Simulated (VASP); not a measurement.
InAsS4:

```xyz
6
Lattice="4.1040 0.0000 0.0000 0.0000 4.1040 0.0000 0.0000 0.0000 6.9120" Properties=species:S:1:pos:R:3 pbc="T T T"
In    0.0000    0.0000    0.0000
As    2.0520    2.0520    3.4560
S     0.0000    0.0000    4.1737
S     2.0520    2.0520    0.7271
S     2.0520    2.0520    6.1849
S     0.0000    0.0000    2.7383
```

* Program: VASP 6.6.1
* Task: relaxation of cell and atoms
* Functional: PBE
* Potentials or basis: VASP PAW PBE potentials, release 64 (In_d, As, S)
* Cutoff: 600 eV
* k mesh: 4 × 4 × 4
* Occupations: gaussian, width 0.1 eV
* Spin: no spin polarisation

At the start: pressure 70.7 GPa; volume 19.40 Å³/atom.

**Question.** How do energy, volume and symmetry change on relaxing?

**Answer.** Over 32 steps the energy falls by 2842.2 meV/atom and the volume is 36.36 Å³/atom (+87.4 %); space group P4/mmm (No. 123, to 0.05 Å).

Step by step:
| step | energy change (eV) | largest force (eV/Å) | pressure (GPa) | volume (Å³) |
| --- | --- | --- | --- | --- |
| 1 | 0.0000 | 46.4959 | 70.65 | 116.42 |
| 2 | 274.8860 | 330.9673 | 235.00 | 273.66 |
| 3 | 3.6734 | 42.2092 | 66.46 | 165.34 |
| 4 | 20.4877 | 1.7037 | -24.60 | 410.17 |
| 5 | -13.6131 | 3.8997 | -3.98 | 269.02 |
| 6 | -14.2688 | 5.7868 | -0.86 | 257.89 |
| 7 | -14.4166 | 7.0531 | 1.14 | 251.81 |
| 8 | -15.6685 | 1.2743 | -2.69 | 248.99 |
| 9 | -15.7682 | 0.6309 | -3.31 | 248.19 |
| 10 | -15.7633 | 1.0129 | -4.17 | 246.59 |
| 11 | -15.9743 | 3.9497 | 1.70 | 226.24 |
| 12 | -16.1481 | 1.9021 | -0.89 | 233.90 |
| 13 | -16.3247 | 1.5504 | -0.47 | 230.87 |
| 14 | -16.4522 | 1.8294 | 0.97 | 224.52 |
| 15 | -16.5386 | 1.4961 | -0.09 | 224.23 |
| 16 | -16.5628 | 1.1922 | -1.00 | 223.95 |
| 17 | -16.6435 | 1.0752 | -0.87 | 221.53 |
| 18 | -16.8402 | 0.7477 | -0.37 | 214.28 |
| 19 | -16.9968 | 0.6419 | 1.14 | 199.93 |
| 20 | -16.9687 | 0.8915 | -1.00 | 200.95 |
| 21 | -17.0159 | 0.2625 | 0.26 | 200.31 |
| 22 | -17.0261 | 0.1085 | 0.25 | 201.54 |
| 23 | -17.0312 | 0.1607 | 0.25 | 203.52 |
| 24 | -17.0378 | 0.1556 | 0.18 | 206.02 |
| 25 | -17.0495 | 0.1450 | 0.05 | 213.59 |
| 26 | -17.0446 | 0.1443 | -0.12 | 229.01 |
| 27 | -17.0515 | 0.1417 | -0.03 | 219.39 |
| 28 | -17.0516 | 0.1453 | -0.22 | 218.91 |
| 29 | -17.0526 | 0.0119 | -0.13 | 219.14 |
| 30 | -17.0511 | 0.2026 | 0.24 | 217.47 |
| 31 | -17.0530 | 0.0519 | -0.02 | 218.64 |
| 32 | -17.0533 | 0.0376 | -0.01 | 218.14 |

Final structure:
```
In As S
1.0
     4.35924    0.00000    0.00000
     0.00000    4.35924    0.00000
     0.00000    0.00000   11.47908
In As S
1 1 4
Cartesian
  0.0000 0.0000 0.0000
  2.1796 2.1796 5.7395
  0.0000 0.0000 9.2223
  2.1796 2.1796 3.7159
  2.1796 2.1796 7.7632
  0.0000 0.0000 2.2567
```

Caveat: the k points lie up to 0.36 Å⁻¹ apart in the final cell; the volume moved by over 15 % at a fixed basis, so the end points are rough.
